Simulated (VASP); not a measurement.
Crystal: HfC.

```xyz
2
Lattice="0.0000 2.2775 2.2775 2.2775 0.0000 2.2775 2.2775 2.2775 0.0000" Properties=species:S:1:pos:R:3 pbc="T T T"
Hf    2.2775    2.2775    2.2775
C     0.0000    0.0000    0.0000
```

Base run:

| Quantity | Value |
| --- | --- |
| Program | VASP 6.6.1 |
| Functional | PBE |
| Potentials or basis | VASP PAW PBE potentials, release 64 (Hf_pv, C) |
| Cutoff | 520 eV |
| k mesh | 10 × 10 × 10 |
| Occupations | fermi-dirac, width 0.05 eV |
| Spin | no spin polarisation |

Its results: band gap on the k mesh zero (band 7 reaches 7.47 eV, above the bottom of band 8 at 6.04 eV); pressure 16.2 GPa.

The run is repeated on the same cell with these changes: functional from PBE to PBEsol. What comes out?

Band gap on the k mesh zero (band 7 reaches 7.35 eV, above the bottom of band 8 at 5.90 eV); pressure 8.9 GPa.

PBEsol binds more tightly than PBE, so the same cell stands under less pressure.

Caveats: spin-orbit coupling is left out, which moves the levels of the heavy elements; the PAW data sets were made with another functional, which shifts forces and pressure a little (some runs).
